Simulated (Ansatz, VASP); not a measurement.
# Two plane-wave programs on HfSi

```
CELL_PARAMETERS angstrom
0.00000 2.62720 2.62720
2.62720 0.00000 2.62720
2.62720 2.62720 0.00000
ATOMIC_POSITIONS crystal
Hf 0.00000 0.00000 0.00000
Si 0.50000 0.50000 0.50000
```

Alike in both runs: task single point; functional LDA; k mesh 10 × 10 × 10; occupations fermi-dirac, width 0.15 eV; no spin polarisation.

|  | VASP | Ansatz |
| --- | --- | --- |
| version | VASP 6.6.1 | Ansatz 0.2.0 |
| potentials or method | VASP PAW LDA potentials, release 64 (Hf_pv, Si), cutoff 500 eV | scalar-relativistic, plane waves, PAW |
| valence electrons in the cell | 14 | 30 |

VASP gave:

| Property | Result |
| --- | --- |
| gap on the k mesh at the Fermi level (eV) | none |
| pressure (GPa) | 0.2 |

Q: What did Ansatz give for the same quantities?

A: gap on the k mesh at the Fermi level (eV): none; pressure (GPa): -0.3.

LDA's correlation is that of Perdew and Zunger in VASP and of Perdew and Wang (1992) in Ansatz. A gap of «none» marks a metal or a gap that the smearing closes. VASP's potentials hold 14 valence electrons a cell and Ansatz's 30, so a difference there can come from the potentials and not from the codes.

Spin-orbit coupling is off throughout.
